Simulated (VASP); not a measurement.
Input of a VASP 6.6.1 run:

File INCAR:

```
  PREC = Accurate
  ENCUT = 520
  EDIFF = 1E-7
  ISMEAR = -1
  SIGMA = 0.05
  LREAL = F
  LASPH = T
  NELM = 80
  ALGO = Normal
  ISIF = 2
  LWAVE = F
  LCHARG = F
  NBANDS = 19
```

The input KPOINTS:

```
Automatic mesh
0
Gamma
  6 6 3
```

The input POSCAR:

```
Ti
1.0
    2.9500000000      0.0000000000      0.0000000000
   -1.4750000000      2.5547749412      0.0000000000
    0.0000000000      0.0000000000      4.6800000000
Ti
2
Direct
    0.6666666667      0.3333333333      0.7500000000
    0.3333333333      0.6666666667      0.2500000000
```

Potentials or basis: VASP PAW LDA potentials, release 64 (Ti_sv).

Command:

```bash
$ cat potpaw_LDA.64/Ti_sv/POTCAR > POTCAR
$ mpirun -np 1 vasp_std > vasp.out
```

(1) Estimate the pressure.

(2) What does it give for the band gap on the k mesh?

## Answers

(1) -9.3 GPa.

(2) zero (bands 12 and 13 overlap by 0.82 eV).

Caveat: the k points lie up to 0.45 Å⁻¹ apart, too coarse for converged energies and pressures of a metal.
